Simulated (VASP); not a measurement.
Input of a VASP 6.6.1 run:

The input INCAR:

```
  PREC = Accurate
  ENCUT = 520
  EDIFF = 1E-6
  ISMEAR = -1
  SIGMA = 0.05
  LREAL = False
  LASPH = True
  NELM = 150
  ALGO = Normal
  ISIF = 2
  LWAVE = False
  LCHARG = False
  ISPIN = 2
  MAGMOM = 2 2
  LORBIT = 11
  LMAXMIX = 4
  GGA = PE
  NBANDS = 20
```

File KPOINTS:

```
regular mesh
0
Gamma
  21 21 11
```

File POSCAR:

```
Co
1.0
    2.5054000000      0.0000000000      0.0000000000
   -1.2527000000      2.1697400466      0.0000000000
    0.0000000000      0.0000000000      4.0484070000
Co
2
Direct
    0.3333333333      0.6666666667      0.2500000000
    0.6666666667      0.3333333333      0.7500000000
```

Potentials or basis: VASP PAW PBE potentials, release 64 (Co).

The run is started by

```sh
$ cat potpaw_PBE.64/Co/POTCAR > POTCAR
$ mpirun -np 1 vasp_std > vasp.out
```

(1) Estimate the site moments.

(2) What does it give for the net moment?

Answers

(1) Co +1.63 μB.

(2) 3.22 μB per cell.

Caveat: the cell differs from its parent crystal (z stretched by -1 %, then relaxed in part); the cell stands under tension.
